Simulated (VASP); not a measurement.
Set up this calculation in VASP 6.6.1, as the native input.

- Task: single point
- Functional: PBE
- Potentials or basis: VASP PAW PBE potentials, release 64 (Au, Cu)
- Cutoff: 400 eV
- k mesh: 1 × 1 × 1, shifted
- Occupations: fermi-dirac, width 0.0672 eV
- Spin: no spin polarisation
- Dipole correction: no
- Further INCAR settings: LREAL = Auto; ALGO = Normal; EDIFF = 1e-06; NBANDS = 102; ISYM = -1

The structure of Cu3Au13 lies in POSCAR:

```
Cu3Au13
1.0
    6.6859480000      0.0855830000     -0.0615900000
    0.0855830000      6.6105530000     -0.0078460000
   -0.0615900000     -0.0078460000      6.5441010000
Au Cu
13 3
Direct
    0.2304423284      0.4387166078      0.5115133635
    0.2614101784      0.4321527859      0.9410097619
    0.7086824915      0.8950962228     -0.0286522657
    0.8062915361      0.5193814508      0.3889187472
    0.0423427659      0.1446329887      0.2565458084
    0.1762339912      0.8560575896      0.5189523938
    0.3289684470      0.0283313123      0.8746810989
    0.6547343009      0.3669270664      0.0537783563
    0.7590312105      0.9157902433      0.4724838480
    0.9263713909      0.6058227472      0.8141756216
    0.9659275006      0.1757052613      0.7384546874
    0.4775674300      0.1673503997      0.3330792739
    0.4548399222      0.6725743938      0.2681929282
    0.6012343732      0.2847108587      0.6707446701
    0.5108763529      0.6511368419      0.7364178356
    0.0719551740      0.7358580285      0.1516234638
```

The input as run:

INCAR

```
PREC = Accurate
ENCUT = 400
EDIFF = 1E-6
ISMEAR = -1
SIGMA = 0.0672
LREAL = Auto
LASPH = T
NELM = 120
ALGO = Normal
ISIF = 2
LWAVE = F
LCHARG = T
GGA = PE
LELF = T
LVHAR = T
ISYM = -1
NBANDS = 102
GGA_COMPAT = F
```

KPOINTS

```
explicit points
1
Reciprocal
  0.25000000   0.25000000   0.25000000 1
```

Potentials or basis: VASP PAW PBE potentials, release 64 (Au, Cu).

Launch:

```bash
$ cat potpaw_PBE.64/Au/POTCAR potpaw_PBE.64/Cu/POTCAR > POTCAR
$ mpirun -np 1 vasp_std > vasp.out
```

Results of the run:

```yaml
Pressure: 1.4 GPa
Largest_force: 1.993 eV/Å
```

Caveat: the atoms stand as in a frame of molecular dynamics.

It took 77 s on 1 thread of Intel(R) Xeon(R) Platinum 8259CL CPU @ 2.50GHz (Skylake/Cascade Lake), on a shared host, peak memory 0.31 GiB.
